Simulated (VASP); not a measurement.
# TiB2 (AlB2 type): relaxation of cell and atoms with r2SCAN

The system is TiB2 (AlB2 type).

```xyz
3
Lattice="3.1579 0.0000 0.0000 -1.5790 2.7348 0.0000 0.0000 0.0000 3.4737" Properties=species:S:1:pos:R:3 pbc="T T T"
Ti    0.0000    0.0000    0.0000
B     0.0000    1.8232    1.7368
B     1.5790    0.9116    1.7368
```

```yaml
Program: VASP 6.6.1
Task: relaxation of cell and atoms
Functional: r2SCAN
Potentials_or_basis: VASP PAW PBE potentials, release 64 (Ti_sv, B)
Cutoff: 600 eV
k_mesh: 12 × 12 × 10
Occupations: fermi-dirac, width 0.08 eV
Spin: no spin polarisation
Dipole_correction: no
Further_INCAR_settings: ALGO = Normal; EDIFF = 1e-06; IBRION = 2; EDIFFG = -0.005; NSW = 60; ISIF = 3
```

```yaml
Relaxed_volume: 8.54 Å³/atom
Relaxed_cell: a = 3.027 Å, b = 3.027 Å, c = 3.228 Å, α = 90.00°, β = 90.00°, γ = 120.00°
Space_group_after_relaxing_to_0.05_Å: P6/mmm (No. 191)
Energy_gained_by_relaxing: 154.6 meV/atom
Ionic_steps: 8
Pressure_after_relaxing: 0.0 GPa
Band_gap_on_the_k_mesh: zero (band 9 reaches 10.50 eV, above the bottom of band 10 at 9.88 eV)
```

The path:
```tsv
step	energy change (eV)	largest force (eV/Å)	pressure (GPa)	volume (Å³)
1	0.0000	0.0000	-29.50	30.00
2	-0.0996	0.0000	41.21	22.69
3	-0.4475	0.0000	-0.49	25.78
4	-0.4477	0.0000	0.22	25.70
5	-0.4639	0.0000	0.41	25.58
6	-0.4639	0.0000	0.44	25.58
7	-0.4639	0.0000	-0.29	25.66
8	-0.4639	0.0000	-0.04	25.62
```

Final structure:
```
Ti B
1.0
     3.02726    0.00000    0.00000
    -1.51363    2.62168    0.00000
     0.00000    0.00000    3.22816
Ti B
1 2
Direct
  0.00000 0.00000 0.00000
  0.33333 0.66667 0.50000
  0.66667 0.33333 0.50000
```

Levels at points of the mesh, in eV from the Fermi level:
| k point | band 5 | band 6 | band 7 | band 8 | band 9 | band 10 | band 11 | band 12 | band 13 |
| --- | --- | --- | --- | --- | --- | --- | --- | --- | --- |
| (0.00, 0.00, 0.00) | -14.50 | -2.78 | -2.78 | -2.62 | -2.20 | 1.98 | 1.98 | 3.85 | 3.85 |
| (0.50, 0.00, 0.00) | -10.05 | -10.03 | -3.56 | -3.48 | -2.39 | 1.38 | 2.87 | 3.37 | 3.45 |
| (0.00, 0.00, 0.50) | -12.54 | -8.15 | -0.64 | -0.64 | -0.22 | -0.22 | 0.46 | 0.46 | 1.75 |
| (0.50, 0.00, 0.50) | -10.54 | -8.17 | -4.97 | -4.10 | -3.52 | 2.62 | 3.05 | 4.62 | 4.77 |

Wall time 29 min on 1 thread of Oxide Virtual Turin-like Processor, with other jobs on the host, peak memory 0.18 GiB.

Caveat: the PAW data sets were made with another functional, which shifts forces and pressure a little.
